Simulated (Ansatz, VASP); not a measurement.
Two plane-wave programs on GaAs

```xyz
2
Lattice="0.0000 2.8290 2.8290 2.8290 0.0000 2.8290 2.8290 2.8290 0.0000" Properties=species:S:1:pos:R:3 pbc="T T T"
Ga    0.0000    0.0000    0.0000
As    1.4145    1.4145    1.4145
```

Alike in both runs: functional PBEsol; k mesh 10 × 10 × 10; occupations gaussian, width 0.01 eV; no spin polarisation.

Ansatz relaxed the structure, and its values are those at the end. VASP's run is a single point on that final structure, the one shown.

```csv
,VASP,Ansatz
version,VASP 6.6.1,Ansatz 0.2.0
potentials or method,"VASP PAW PBE potentials, release 64 (Ga_d, As), cutoff 520 eV","scalar-relativistic, plane waves, PAW"
valence electrons in the cell,18,28
```

```csv
,VASP,Ansatz,Ansatz less VASP
gap on the k mesh at the Fermi level (eV),0.44,0.43,-0.014
least direct gap on the mesh (eV),0.44,0.43,-0.014
pressure (GPa),0.2,0.0,-0.16
```

VASP's potentials were made for PBE, not for PBEsol. With one functional, cell and mesh, what is left measures potentials, basis and numerics. VASP's potentials hold 18 valence electrons a cell and Ansatz's 28, so a difference there can come from the potentials and not from the codes.
